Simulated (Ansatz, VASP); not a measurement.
MgI2 in VASP and in Ansatz

File INCAR:

```
PREC = Accurate
ENCUT = 520
EDIFF = 1E-6
ISMEAR = 0
SIGMA = 0.05
LREAL = F
LASPH = T
NELM = 80
ALGO = Normal
ISIF = 2
LWAVE = F
LCHARG = F
LDIPOL = T
IDIPOL = 3
DIPOL = 0.5 0.5 0.404
GGA = PE
IVDW = 12
NBANDS = 25
```

KPOINTS

```
Automatic mesh
0
Gamma
  9 9 1
```

Contents of POSCAR:

```
MgI2
1.0
    4.1311066128      0.0000000000      0.0000000000
   -2.0655533064      3.5776432724      0.0000000000
    0.0000000000      0.0000000000     24.2265084657
I Mg
4 2
Direct
    0.3333333333      0.6666666667      0.1857469477
    0.6666666667      0.3333333333      0.3245723272
    0.6666666667      0.3333333333      0.4826636182
    1.0000000000      0.0000000000      0.6214889978
    0.0000000000      0.0000000000      0.2551596374
    0.3333333333     -0.3333333333      0.5520763080
```

Input for Ansatz:

```yaml
crystal:
  lattice:
    - [4.1311065861, 0.0, 0.0]
    - [-2.0655532931, 3.5776432493, 0.0]
    - [0.0, 0.0, 24.2265089959]
  atoms:
    - { symbol: I, position: [0.3333333333, 0.6666666667, 0.1857469436] }
    - { symbol: Mg, position: [0.0, 0.0, 0.2551596373] }
    - { symbol: I, position: [0.6666666667, 0.3333333333, 0.324572331] }
    - { symbol: I, position: [0.6666666667, 0.3333333333, 0.4826636186] }
    - { symbol: Mg, position: [0.3333333333, -0.3333333333, 0.5520763123] }
    - { symbol: I, position: [1.0, 0.0, 0.621489006] }
basis:
  ecutwfc: 420
kpoints:
  mp_grid: { grid: [9, 9, 1] }
hamiltonian:
  xc: pbe
  dispersion: d3bj
scf:
  occupations: { method: gaussian, width: 0.05 }
output:
  forces: true
  eigenvalues: true
efield:
  axis: 3
  dipole_correction: true
  ramp_width: 0.04
```

Alike in both runs: task single point; functional PBE; dispersion D3(BJ); k mesh 9 × 9 × 1; occupations gaussian, width 0.05 eV; no spin polarisation.

|  | VASP | Ansatz |
| --- | --- | --- |
| version | VASP 6.6.1 | Ansatz 0.2.0 |
| potentials or method | VASP PAW PBE potentials, release 64 (I, Mg), cutoff 520 eV | scalar-relativistic, plane waves, PAW |
| valence electrons in the cell | 32 | 88 |

VASP gave:

| Item | Value |
| --- | --- |
| gap on the k mesh at the Fermi level (eV) | 3.55 |
| least direct gap on the mesh (eV) | 3.92 |
| rms of the force components (eV/Å) | 0.054 |

Question: What did Ansatz give for the same quantities?

Answer: gap on the k mesh at the Fermi level (eV): 3.57; least direct gap on the mesh (eV): 3.94; rms of the force components (eV/Å): 0.050.

VASP's potentials hold 32 valence electrons a cell and Ansatz's 88, so a difference there can come from the potentials and not from the codes.

Neither program's run includes spin-orbit coupling.
